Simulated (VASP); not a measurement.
Crystal: NaW.

```
CELL_PARAMETERS angstrom
3.29727 0.00000 0.00000
-1.64864 2.85552 0.00000
0.00000 0.00000 6.50499
ATOMIC_POSITIONS crystal
Na 0.00000 0.00000 0.00000
Na 0.00000 0.00000 0.50000
W 0.33333 0.66667 0.25000
W 0.66667 0.33333 0.75000
```

The cell was generated, and may not be a known phase.

| Property | Result |
| --- | --- |
| Program | VASP 6.6.1 |
| Task | relaxation of cell and atoms |
| Functional | PBE |
| Potentials or basis | VASP PAW PBE potentials, release 64 (Na_pv, W_sv) |
| Cutoff | 600 eV |
| k mesh | 6 × 6 × 4 |
| Occupations | gaussian, width 0.1 eV |
| Spin | no spin polarisation |

At the start: pressure 28.5 GPa; volume 15.31 Å³/atom.

Question: How do energy, volume and symmetry change on relaxing?

Answer: Over 13 steps the energy falls by 2353.1 meV/atom and the volume is 18.55 Å³/atom (+21.2 %); space group P6_3/mmc (No. 194, to 0.1 Å) before and after.

Step by step:
```
step  energy change (eV)  largest force (eV/Å)  pressure (GPa)  volume (Å³)
   1              0.0000                0.0000           28.47        61.25
   2             -1.9131                0.0000           -6.02        88.33
   3             -1.9182                0.0000           -5.55        87.21
   4             -4.5434                0.0000          -10.58        90.50
   5             -8.4409                0.0000          -15.46        89.40
   6             -8.2819                0.0000          -15.52        90.19
   7             -7.9214                0.0000           15.67        69.68
   8             -9.1235                0.0000           -6.62        79.87
   9             -9.2285                0.0000           -6.60        79.60
  10             -9.0059                0.0000            2.23        74.59
  11             -9.2309                0.0000           -6.02        79.21
  12             -9.4058                0.0000            1.04        73.34
  13             -9.4124                0.0000           -0.06        74.21
```

Final structure:
```
Na W
1.0
     2.77248    0.00000    0.00000
    -1.38624    2.40104    0.00000
     0.00000    0.00000   11.14794
Na W
2 2
Direct
  0.00000 0.00000 0.00000
  0.00000 0.00000 0.50000
  0.33333 0.66667 0.25000
  0.66667 0.33333 0.75000
```

Caveat: the k points lie up to 0.44 Å⁻¹ apart in the final cell, too coarse for converged energies and pressures of a metal; the volume moved by over 15 % at a fixed basis, so the end points are rough.
